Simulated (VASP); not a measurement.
# Y3AlN4 (I4/mmm) in VASP: a series of runs

Runs on Y3AlN4. Level: PBE. Tasks: single point.

Program: VASP 6.6.1. These are calculated values, not measurements. Logs are shortened: lines on timing, memory, paths and dates and some standing lists are left out, and cuts for length are marked.

### 1 The cell of the first run

It takes space group I4/mmm (No. 139, tetragonal). Conventional cell: a = 4.817 Å, b = 4.817 Å, c = 9.306 Å, α = 90.00°, β = 90.00°, γ = 90.00°. Within 3.1 Å of Y (site symmetry -4m2) lie 6 N at 2.33 to 2.42 Å. Within 3.2 Å of Y (site symmetry 4/mmm) lie 6 N at 2.41 to 2.52 Å. Al (site symmetry 4/mmm) has 6 N at 2.13 to 2.41 Å within 2.8 Å. N (site symmetry mmm) has 4 Y at 2.33 to 2.41 Å and 2 Al at 2.41 Å and 12 N at 3.21 to 3.49 Å within 3.5 Å. Within 2.8 Å of N (site symmetry 4mm) lie 1 Al at 2.13 Å and 5 Y at 2.42 to 2.52 Å.

### 2 Single point, PBE

Input file INCAR:

```
SYSTEM = Y3AlN4
PREC = Accurate
ENCUT = 520
EDIFF = 1E-6
ISMEAR = 0
SIGMA = 0.1
LREAL = .FALSE.
LASPH = .TRUE.
NELM = 60
ALGO = Normal
ISIF = 2
LWAVE = .FALSE.
LCHARG = .TRUE.
GGA = PE
LELF = .TRUE.
LVHAR = .TRUE.
NBANDS = 38
```

Input file KPOINTS:

```
regular mesh
0
G
  4 4 4
  0 0 0
```

Input file POSCAR:

```
Y3AlN4
1.0
    4.8174433861      0.0000000000      0.0000000000
    0.0000000000      4.8174433861      0.0000000000
   -2.4087216930     -2.4087216930      4.6527534329
Y Al N
3 1 4
Direct
    0.2500000000      0.7500000000      0.5000000000
    0.7500000000      0.2500000000      0.5000000000
    0.5000000000      0.5000000000      1.0000000000
    0.0000000000      0.0000000000      0.0000000000
    1.0000000000      0.5000000000      1.0000000000
    0.5000000000      1.0000000000      1.0000000000
    0.2288184226      0.2288184226      0.4576368452
    0.7711815774      0.7711815774      0.5423631548
```

Potentials or basis: VASP PAW PBE potentials, release 64 (Y_sv, Al, N).

On the command line:

```console
cat potpaw_PBE.64/Y_sv/POTCAR potpaw_PBE.64/Al/POTCAR potpaw_PBE.64/N/POTCAR > POTCAR
mpirun -np 1 vasp_std > vasp.out
```

OUTCAR:

```text
SYSTEM = Y3AlN4
   PREC = Accurate
   ENCUT = 520
   EDIFF = 1E-6
   ISMEAR = 0
   LREAL = .FALSE.
   LASPH = .TRUE.
   NELM = 60
   ISIF = 2
   GGA = PE

 ion  position               nearest neighbor table
   1  0.250  0.750  0.500-   6 2.33   5 2.33   8 2.42   7 2.42   8 2.42   7 2.42   3 3.35   4 3.35
                             4 3.35   3 3.35   3 3.35   4 3.35   4 3.35   3 3.35   2 3.41   2 3.41
   2  0.750  0.250  0.500-   5 2.33   6 2.33   8 2.42   7 2.42   8 2.42   7 2.42   3 3.35   4 3.35
                             4 3.35   3 3.35   3 3.35   3 3.35   4 3.35   4 3.35   1 3.41   1 3.41
   3  0.500  0.500  0.000-   5 2.41   6 2.41   6 2.41   5 2.41   8 2.52   7 2.52   2 3.35   1 3.35
                             2 3.35   1 3.35   1 3.35   1 3.35   2 3.35   2 3.35   4 3.41   4 3.41
   4  0.000  0.000  0.000-   7 2.13   8 2.13   5 2.41   6 2.41   5 2.41   6 2.41   1 3.35   2 3.35
                             1 3.35   2 3.35   2 3.35   2 3.35   1 3.35   1 3.35   3 3.41   3 3.41
   5  0.000  0.500  0.000-   1 2.33   2 2.33   4 2.41   3 2.41   4 2.41   3 2.41
   6  0.500  0.000  0.000-   2 2.33   1 2.33   4 2.41   3 2.41   3 2.41   4 2.41
   7  0.229  0.229  0.458-   4 2.13   2 2.42   1 2.42   1 2.42   2 2.42   3 2.52
   8  0.771  0.771  0.542-   4 2.13   2 2.42   1 2.42   2 2.42   1 2.42   3 2.52

  LATTYP: Found a body centered tetragonal cell.
 ALAT       =     4.8174433861
 C/A-ratio  =     1.9316276539

  Lattice vectors:

 A1 = (   2.4087216930,  -2.4087216931,  -4.6527534329)
 A2 = (  -2.4087216931,   2.4087216930,  -4.6527534329)
 A3 = (   2.4087216931,   2.4087216931,   4.6527534329)

Analysis of symmetry for initial positions (statically):
=====================================================================
 Subroutine PRICEL returns:
 Original cell was already a primitive cell.

 Routine SETGRP: Setting up the symmetry group for a
 body centered tetragonal supercell.

 Subroutine GETGRP returns: Found 16 space group operations
 (whereof 16 operations were pure point group operations)
 out of a pool of 16 trial point group operations.

The static configuration has the point symmetry D_4h.

Analysis of symmetry for dynamics (positions and initial velocities):
=====================================================================
 Subroutine PRICEL returns:
 Original cell was already a primitive cell.

 Routine SETGRP: Setting up the symmetry group for a
 body centered tetragonal supercell.

 Subroutine GETGRP returns: Found 16 space group operations
 (whereof 16 operations were pure point group operations)
 out of a pool of 16 trial point group operations.

The dynamic configuration has the point symmetry D_4h.

 Subroutine INISYM returns: Found 16 space group operations
 (whereof 16 operations are pure point group operations),
 and found     1 'primitive' translations

----------------------------------------------------------------------------------------

                                     Primitive cell

  volume of cell :     107.9800

  direct lattice vectors                    reciprocal lattice vectors
     4.817443386  0.000000000  0.000000000     0.207578983  0.000000000  0.107463249
     0.000000000  4.817443386  0.000000000     0.000000000  0.207578983  0.107463249
    -2.408721693 -2.408721693  4.652753433     0.000000000  0.000000000  0.214926498

  length of vectors
     4.817443386  4.817443386  5.766454274     0.233746410  0.233746410  0.214926498

  position of ions in fractional coordinates (direct lattice)
     0.250000000  0.750000000  0.500000000
     0.750000000  0.250000000  0.500000000
     0.500000000  0.500000000  0.000000000
     0.000000000  0.000000000  0.000000000
     0.000000000  0.500000000  0.000000000
     0.500000000  0.000000000  0.000000000
     0.228818423  0.228818423  0.457636845
     0.771181577  0.771181577  0.542363155

  ion indices of the primitive-cell ions
   primitive index   ion index
                 1           1
                 2           2
                 3           3
                 4           4
                 5           5
                 6           6
                 7           7
                 8           8

----------------------------------------------------------------------------------------

 KPOINTS: regular mesh

Automatic generation of k-mesh.
 Grid dimensions read from file:
 generate k-points for:    4    4    4

 Generating k-lattice:

  Cartesian coordinates                     Fractional coordinates (reciprocal lattice)
     0.051894746  0.000000000  0.026865812     0.250000000  0.000000000  0.000000000
     0.000000000  0.051894746  0.026865812     0.000000000  0.250000000  0.000000000
     0.000000000  0.000000000  0.053731624     0.000000000  0.000000000  0.250000000

  Length of vectors
     0.058436602  0.058436602  0.053731624

  Shift w.r.t. Gamma in fractional coordinates (k-lattice)
     0.000000000  0.000000000  0.000000000

 Subroutine IBZKPT returns following result:
 ===========================================

 Found     13 irreducible k-points:

 Following reciprocal coordinates:
            Coordinates               Weight
  0.000000  0.000000  0.000000      1.000000
  0.250000  0.000000  0.000000      8.000000
  0.500000  0.000000  0.000000      4.000000
  0.250000  0.250000  0.000000      8.000000
  0.500000  0.250000  0.000000     16.000000
 -0.250000  0.250000  0.000000      4.000000
  0.500000  0.500000  0.000000      2.000000
  0.000000  0.000000  0.250000      2.000000
  0.250000  0.000000  0.250000      8.000000
  0.500000  0.000000  0.250000      4.000000
  0.250000  0.250000  0.250000      4.000000
  0.500000  0.500000  0.250000      2.000000
  0.000000  0.000000  0.500000      1.000000
   k-points           NKPTS =     13   k-points in BZ     NKDIM =     13   number of bands    NBANDS=     38
   number of dos      NEDOS =    301   number of ions     NIONS =      8
   total plane-waves  NPLWV =  62208
   dimension x,y,z NGX =    36 NGY =   36 NGZ =   48
   dimension x,y,z NGXF=    72 NGYF=   72 NGZF=   96
   ions per type =               3   1   4
   NGX,Y,Z   is equivalent  to a cutoff of  12.42, 12.42, 13.84 a.u.
   NGXF,Y,Z  is equivalent  to a cutoff of  24.85, 24.85, 27.68 a.u.
 SYSTEM =  Y3AlN4
   PREC   = accura    normal or accurate (medium, high low for compatibility)
   ISTART =      0    job   : 0-new  1-cont  2-samecut
   ICHARG =      2    charge: 1-file 2-atom 10-const
   ISPIN  =      1    spin polarized calculation?
   LNONCOLLINEAR =      F non collinear calculations
   LSORBIT =      F    spin-orbit coupling
   LASPH  =      T    aspherical Exc in radial PAW
   ENCUT  =  520.0 eV  38.22 Ry    6.18 a.u.   8.96  8.96 10.72*2*pi/ulx,y,z
   NELM   =     60;   NELMIN=  2; NELMDL= -5     # of ELM steps
   EDIFF  = 0.1E-05   stopping-criterion for ELM
   LREAL  =      F    real-space projection
   EDIFFG = 0.1E-04   stopping-criterion for IOM
   NSW    =      0    number of steps for IOM
   IBRION =     -1    ionic relax: 0-MD 1-quasi-New 2-CG
   NFREE  =      0    steps in history (QN), initial steepest desc. (CG)
   ISIF   =      2    stress and relaxation
   ISYM   =      2    0-nonsym 1-usesym 2-fastsym
   POTIM  = 0.5000    time-step for ionic-motion
   TEBEG  =    0.0;   TEEND  =   0.0 temperature during run
   PSTRESS=    0.0 pullay stress
   NELECT =      56.0000    total number of electrons
   NUPDOWN=      -1.0000    fix difference up-down
   EMIN   =  10.00;   EMAX   =-10.00  energy-range for DOS
   EFERMI =   0.00;   METHOD = LEGACY
   ISMEAR =     0;   SIGMA  =   0.10  broadening in eV -4-tet -1-fermi 0-gaus
   EFERMI_NEDOS =   21; number of points for ismear=-14 and -15
   IALGO  =     38    algorithm
   IMIX   =      4    mixing-type and parameters
     AMIX     =   0.40;   BMIX     =  1.00
     AMIX_MAG =   1.60;   BMIX_MAG =  1.00
  volume/ion in A,a.u.               =      13.50        91.09
  Fermi-wavevector in a.u.,A,eV,Ry     =   1.315295  2.485547 23.538082  1.730000
  Thomas-Fermi vector in A             =   2.445487
   LORBIT       =      0    0 simple, 1 ext, 2 COOP (PROOUT), +10 PAW based schemes
   GGA     = PE    functional components
   LHFCALC =     F    Hartree Fock is set to
   AEXX    =    0.0000 exact exchange contribution
   IVDW    =     0    specifies the selected vdW correction
   LEPSILON=     F    determine dielectric tensor
   LRPA    =     F    only Hartree local field effects (RPA)
 non-spin polarized calculation
 Gauss-broadening in eV      SIGMA  =   0.10
  energy-cutoff  :      520.00
  volume of cell :      107.98
 maximum number of plane-waves:      2940
   NGX = 17   NGY = 17   NGZ = 21

 number of electron      56.0000000 magnetization

 Free energy of the ion-electron system (eV)
  ---------------------------------------------------
  ext. energy  EPLUGINS =         0.00000000
  ---------------------------------------------------
  free energy    TOTEN  =       -67.26720899 eV

  energy without entropy =      -67.26720206  energy(sigma->0) =      -67.26720553

 E-fermi :   5.2003     XC(G=0): -11.2649

 val. band max:        4.9649364539   @ k =   0.0000   0.0000   0.0000
 cond. band min:       5.4356445798   @ k =   0.0000   0.0000   0.0000
 fundamental gap:      0.4707081259
 Fermi energy:         5.2003028179

 k-point     1 :       0.0000    0.0000    0.0000
  band No.  band energies     occupation
      1     -36.1811      2.00000
      2     -35.6633      2.00000
      3     -35.5785      2.00000
      4     -16.5766      2.00000
      5     -16.3076      2.00000
      6     -16.3076      2.00000
[... 30 lines left out ...]
     37      10.5814      0.00000
     38      11.2315      0.00000

 k-point     2 :       0.2500    0.0000    0.0000
  band No.  band energies     occupation
      1     -36.1759      2.00000
      2     -35.6538      2.00000
      3     -35.5925      2.00000
      4     -16.5856      2.00000
      5     -16.4479      2.00000
      6     -16.3339      2.00000
[... 443 lines left out ...]
 k-point    13 :       0.0000    0.0000    0.5000
  band No.  band energies     occupation
      1     -36.1690      2.00000
      2     -35.6751      2.00000
      3     -35.5800      2.00000
      4     -16.4457      2.00000
      5     -16.4457      2.00000
      6     -16.4035      2.00000
[... 30 lines left out ...]
     37      11.3338      0.00000
     38      11.3339      0.00000

------------------------ aborting loop because EDIFF is reached ----------------------------------------

  FORCE on cell =-STRESS in cart. coord.  units (eV):
  Direction    XX          YY          ZZ          XY          YZ          ZX
  --------------------------------------------------------------------------------------
  -------------------------------------------------------------------------------------
  Total       -0.1228552     -0.1228552     -0.1099722      0.0000000     -0.0000000     -0.0000000
  in kB       -1.8228914     -1.8228914     -1.6317366      0.0000000     -0.0000000     -0.0000000
  external PRESSURE =      -1.7591731 kB  Pullay stress =       0.0000000 kB

 VOLUME and BASIS-vectors are now :
 -----------------------------------------------------------------------------
  energy-cutoff  :      520.00
  volume of cell :      107.98
      direct lattice vectors                 reciprocal lattice vectors
     4.817443386  0.000000000  0.000000000     0.207578983  0.000000000  0.107463249
     0.000000000  4.817443386  0.000000000     0.000000000  0.207578983  0.107463249
    -2.408721693 -2.408721693  4.652753433     0.000000000  0.000000000  0.214926498

 POSITION                                       TOTAL-FORCE (eV/Angst)
 -----------------------------------------------------------------------------------
      0.00000      2.40872      2.32638         0.000000      0.000000     -0.000000
      2.40872      0.00000      2.32638        -0.000000     -0.000000     -0.000000
      2.40872      2.40872      0.00000         0.000000      0.000000     -0.000000
      0.00000      0.00000      0.00000         0.000000      0.000000     -0.000000
      0.00000      2.40872      0.00000         0.000000      0.000000     -0.000000
      2.40872      0.00000      0.00000         0.000000      0.000000     -0.000000
      0.00000      0.00000      2.12927        -0.000000     -0.000000     -0.014138
      2.40872      2.40872      2.52348         0.000000      0.000000      0.014138
 -----------------------------------------------------------------------------------
    total drift:                               -0.000000     -0.000000      0.000000

  FREE ENERGIE OF THE ION-ELECTRON SYSTEM (eV)
  ---------------------------------------------------
  free  energy   TOTEN  =       -67.2672089939 eV

  energy  without entropy=      -67.2672020579  energy(sigma->0) =      -67.26720553
```

Wall time 69 s (1 thread of Intel Xeon Platinum 8488C (Sapphire Rapids), shared host); peak memory 0.26 GiB.

What came out:

| Quantity | Value |
| --- | --- |
| Free energy | -67.2672 eV |
| Pressure | -0.2 GPa |
| Largest force | 0.014 eV/Å |
| Band gap on the k mesh | 0.47 eV |

Forces in eV/Å, atoms in the order of the input:
```
Y    0.000  0.000  0.000
Y    0.000  0.000  0.000
Y    0.000  0.000  0.000
Al   0.000  0.000  0.000
N    0.000  0.000  0.000
N    0.000  0.000  0.000
N    0.000  0.000 -0.014
N    0.000  0.000  0.014
```

Levels at points of the mesh, in eV from the valence-band top:
```tsv
k point	band 26	band 27	band 28	band 29	band 30	band 31
(0.00, 0.00, 0.00)	-0.13	-0.13	0.00	0.47	1.93	2.92
(0.50, 0.00, 0.00)	-1.09	-1.05	-0.88	2.12	3.92	4.00
(0.50, 0.50, 0.00)	-1.70	-0.97	-0.95	4.26	4.33	4.46
(0.00, 0.00, 0.50)	-0.56	-0.56	-0.11	0.62	0.62	1.24
```

Caveat: semilocal functionals underestimate gaps, and a narrow one can read as zero. A k mesh can miss the band edges.

### 3 Single point, PBE

This run uses another cell than the first one, of the same volume but with other edges.

Input file INCAR:

```
SYSTEM = Y3AlN4
PREC = Accurate
ENCUT = 520
EDIFF = 1E-6
ISMEAR = 0
SIGMA = 0.1
LREAL = .FALSE.
LASPH = .TRUE.
NELM = 80
ALGO = Normal
ISIF = 2
LWAVE = .FALSE.
LCHARG = .FALSE.
GGA = PE
NBANDS = 38
```

Input file KPOINTS:

```
regular mesh
0
G
  6 6 6
  0 0 0
```

Input file POSCAR:

```
Y3AlN4
1.0
   -2.4089870739      2.4089870739      4.6502237994
    2.4089870739     -2.4089870739      4.6502237994
    2.4089870739      2.4089870739     -4.6502237994
Y Al N
3 1 4
Direct
    0.7500000000      0.2500000000      0.5000000000
    0.2500000000      0.7500000000      0.5000000000
    0.5000000000      0.5000000000      0.0000000000
    0.0000000000      0.0000000000      0.0000000000
    0.5000000000      0.0000000000      0.5000000000
    0.0000000000      0.5000000000      0.5000000000
    0.2289252843      0.2289252843      0.0000000000
    0.7710747157      0.7710747157      0.0000000000
```

Potentials or basis: VASP PAW PBE potentials, release 64 (Y_sv, Al, N).

On the command line:

```console
cat potpaw_PBE.64/Y_sv/POTCAR potpaw_PBE.64/Al/POTCAR potpaw_PBE.64/N/POTCAR > POTCAR
mpirun -np 1 vasp_std > vasp.out
```

Wall time 3 min (1 thread of Intel Xeon Platinum 8488C (Sapphire Rapids), shared host); peak memory 0.4 GiB.

It converged, with:

```yaml
Free_energy: -67.2745 eV
Pressure: -0.1 GPa
Largest_force: 0.005 eV/Å
Band_gap_on_the_k_mesh: 0.47 eV
```

Forces in eV/Å, atoms in the order of the input:
```
Y    0.000  0.000  0.000
Y    0.000  0.000  0.000
Y    0.000  0.000  0.000
Al   0.000  0.000  0.000
N    0.000  0.000  0.000
N    0.000  0.000  0.000
N    0.000  0.000 -0.005
N    0.000  0.000  0.005
```

Stress tensor (GPa, compression positive):
```
-0.17  0.00  0.00
 0.00 -0.17  0.00
 0.00  0.00 -0.02
```

Levels at points of the mesh, in eV from the valence-band top:
| k point | band 24 | band 25 | band 26 | band 27 | band 28 | band 29 | band 30 | band 31 | band 32 | band 33 |
| --- | --- | --- | --- | --- | --- | --- | --- | --- | --- | --- |
| (0.00, 0.00, 0.00) | -0.58 | -0.58 | -0.13 | -0.13 | 0.00 | 0.47 | 1.93 | 2.92 | 2.92 | 4.17 |
| (0.50, 0.00, 0.00) | -1.52 | -1.41 | -1.10 | -1.05 | -0.88 | 2.12 | 3.92 | 4.00 | 4.16 | 4.24 |
| (0.50, 0.50, 0.00) | -2.43 | -2.39 | -1.70 | -0.97 | -0.95 | 4.25 | 4.33 | 4.47 | 4.59 | 4.97 |
| (0.50, 0.50, 0.50) | -0.70 | -0.70 | -0.56 | -0.56 | -0.11 | 0.62 | 0.62 | 1.24 | 2.44 | 2.61 |

Caveat: semilocal functionals underestimate gaps, and a narrow one can read as zero. A k mesh can miss the band edges.
